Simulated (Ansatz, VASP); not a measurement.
GaSb in VASP and in Ansatz

The input INCAR:

```
SYSTEM = GaSb
  ALGO = Normal
  EDIFF = 1E-6
  ENCUT = 520
  GGA = PS
  ISIF = 2
  ISMEAR = -1
  LASPH = .True.
  LCHARG = .True.
  LELF = .True.
  LREAL = .False.
  LVHAR = .True.
  LWAVE = .False.
  NBANDS = 16
  NELM = 100
  PREC = Accurate
  SIGMA = 0.05
```

KPOINTS

```
k-points
0
Gamma
  10 10 10
  0 0 0
```

The input POSCAR:

```
GaSb
1.0
   -2.7896675499      2.7896675499      1.6116397558
    2.7896675499     -2.7896675499      1.6116397558
    2.7896675499      2.7896675499     -1.6116397558
Sb Ga
1 1
Direct
    0.0000000000      0.0000000000      0.0000000000
    0.7500000000      0.2500000000      0.5000000000
```

File input.yaml:

```yaml
crystal:
  lattice:
    - [-2.7896675499, 2.7896675499, 1.6116397558]
    - [2.7896675499, -2.7896675499, 1.6116397558]
    - [2.7896675499, 2.7896675499, -1.6116397558]
  atoms:
    - { symbol: Sb, position: [0.0, 0.0, 0.0] }
    - { symbol: Ga, position: [0.75, 0.25, 0.5] }
hamiltonian:
  xc: pbesol
  pseudopotentials: { kind: paw }
kpoints:
  mp_grid: { grid: [10, 10, 10] }
scf:
  occupations: { method: fermi_dirac, width: 0.05 }
output:
  forces: true
  stress: true
  eigenvalues: true
```

Alike in both runs: task single point; functional PBEsol; k mesh 10 × 10 × 10; occupations fermi-dirac, width 0.05 eV; no spin polarisation.

|  | VASP | Ansatz |
| --- | --- | --- |
| version | VASP 6.6.1 | Ansatz 0.2.0 |
| potentials or method | VASP PAW PBE potentials, release 64 (Sb, Ga_d) | Ansatz PAW |
| plane-wave cutoff (eV) | 520 | 420 |
| valence electrons in the cell | 18 | 28 |

```csv
,VASP,Ansatz,Ansatz less VASP
gap on the k mesh at the Fermi level (eV),none,none,-
pressure (GPa),-4.6,-4.6,+0.06
"traceless stress, the component that is largest in VASP (GPa)",-0.28,-0.27,+0.014
```

VASP's potentials were made for PBE, not for PBEsol. A gap of «none» marks a metal or a gap that the smearing closes. VASP's potentials hold 18 valence electrons a cell and Ansatz's 28, so a difference there can come from the potentials and not from the codes.

Spin-orbit coupling is off throughout.
